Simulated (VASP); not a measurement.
**Si2W: single point with PBE**

Crystal: Si2W.

```
Si W
1.0
    -1.61465    1.61465    3.93361
     1.61465   -1.61465    3.93361
     1.61465    1.61465   -3.93361
Si W
2 1
Direct
  0.35576 0.35576 0.00000
  0.64424 0.64424 0.00000
  0.00000 0.00000 0.00000
```

This cell differs from its parent crystal: atoms shifted along a free coordinate, c/a of the conventional cell at fixed volume 2.4362.

- Program: VASP 6.6.1
- Task: single point
- Functional: PBE
- Potentials or basis: VASP PAW PBE potentials, release 64 (Si, W_sv)
- Cutoff: 520 eV
- k mesh: 18 × 18 × 18
- Occupations: gaussian, width 0.15 eV
- Spin: no spin polarisation

```
Pressure               : 9.4 GPa
Largest force          : 4.235 eV/Å
Band gap on the k mesh : zero (bands 11 and 12 overlap by 0.64 eV)
```

Forces in eV/Å, atoms in the order of the input:
```
Si   0.000  0.000 -4.235
Si   0.000  0.000  4.235
W    0.000  0.000  0.000
```

Stress tensor (GPa, compression positive):
```
 5.93  0.00  0.00
 0.00  5.93  0.00
 0.00  0.00 16.30
```

Levels at points of the mesh, in eV from the Fermi level:
| k point | band 7 | band 8 | band 9 | band 10 | band 11 | band 12 | band 13 | band 14 | band 15 | band 16 |
| --- | --- | --- | --- | --- | --- | --- | --- | --- | --- | --- |
| (0.00, 0.00, 0.00) | -3.70 | -3.61 | -2.22 | -2.22 | 0.13 | 1.90 | 1.90 | 3.78 | 3.95 | 4.61 |
| (0.50, 0.00, 0.00) | -6.20 | -4.71 | -3.52 | -2.22 | -0.20 | 2.47 | 3.15 | 3.76 | 4.46 | 5.30 |
| (0.50, 0.50, 0.00) | -5.37 | -4.61 | -4.10 | -3.22 | -2.58 | 2.83 | 2.88 | 3.90 | 3.97 | 4.65 |
| (0.50, 0.50, 0.50) | -4.08 | -1.51 | -0.44 | -0.44 | -0.39 | -0.39 | 0.26 | 4.20 | 5.31 | 6.23 |

Wall time 3.5 min on 1 thread of Intel(R) Xeon(R) 6975P-C (Granite Rapids), with other jobs on the host, peak memory 0.46 GiB.

Caveat: the stress differs along the axes, from 6 to 16 GPa; spin-orbit coupling is left out, which moves the levels of the heavy elements; forces of over 1 eV/Å act on the atoms, so gaps and moduli don't describe the material at rest.
